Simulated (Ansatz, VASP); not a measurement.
**MgO: VASP beside Ansatz**

The input POSCAR:

```
MgO
1.0
    0.0000000000      2.1021674158      2.1021674158
    2.1021674158      0.0000000000      2.1021674158
    2.1021674158      2.1021674158      0.0000000000
Mg O
1 1
Direct
    0.0000000000      0.0000000000      0.0000000000
    0.5000000000      0.5000000000      0.5000000000
```

The input INCAR.step1:

```
SYSTEM = MgO
PREC = Accurate
ENCUT = 520
EDIFF = 1E-5
ISMEAR = 0
SIGMA = 0.01
LREAL = .FALSE.
LASPH = .TRUE.
NELM = 60
ALGO = Normal
ISIF = 2
LWAVE = .TRUE.
LCHARG = .FALSE.
GGA = PE
NBANDS = 11
```

INCAR.step2

```
SYSTEM = MgO
PREC = Accurate
ENCUT = 520
EDIFF = 1E-6
ISMEAR = 0
SIGMA = 0.01
LREAL = .FALSE.
LASPH = .TRUE.
NELM = 60
ALGO = Normal
ISIF = 2
LWAVE = .FALSE.
LCHARG = .FALSE.
GGA = PE
LHFCALC = .TRUE.
AEXX = 1.0
HFSCREEN = 0.1
PRECFOCK = Normal
ISTART = 1
NBANDS = 11
ALDAC = 1.0
AGGAC = 1.0
```

The input KPOINTS:

```
Automatic mesh
0
G
  6 6 6
  0 0 0
```

Input for Ansatz:

```yaml
crystal:
  lattice:
    - [0.0, 2.1021674158, 2.1021674158]
    - [2.1021674158, 0.0, 2.1021674158]
    - [2.1021674158, 2.1021674158, 0.0]
  atoms:
    - { symbol: Mg, position: [0.0, 0.0, 0.0] }
    - { symbol: O, position: [0.5, 0.5, 0.5] }
kpoints:
  mp_grid: { grid: [6, 6, 6] }
hamiltonian:
  xc: { exchange: pbe, correlation: pbe, exx: { coeff: 1.0, omega: 0.1 } }
scf:
  occupations: { method: fixed }
  n_extra_bands: 4
output:
  forces: true
  stress: true
  eigenvalues: true
```

Alike in both runs: task single point; functional PBE-based screened hybrid; k mesh 6 × 6 × 6; no spin polarisation.

```csv
,VASP,Ansatz
version,VASP 6.6.1,Ansatz 0.2.0
potentials or method,"VASP PAW PBE potentials, release 64 (Mg, O)",plane waves
plane-wave cutoff (eV),520,420
occupations,"gaussian, width 0.01 eV",fixed
valence electrons in the cell,8,16
```

Ansatz gave:

* gap on the k mesh at the Fermi level (eV): 13.72
* pressure (GPa): -16.7

Question: Which values does VASP return?

Answer: gap on the k mesh at the Fermi level (eV): 13.57; pressure (GPa): -16.3.

VASP's potentials were made for PBE, not for PBE-based screened hybrid. VASP's potentials hold 8 valence electrons a cell and Ansatz's 16, so a difference there can come from the potentials and not from the codes. Ansatz's warnings: stress exchange threshold loose, stress scf threshold loose.

The k mesh is coarse, so the values compare programs but aren't converged.
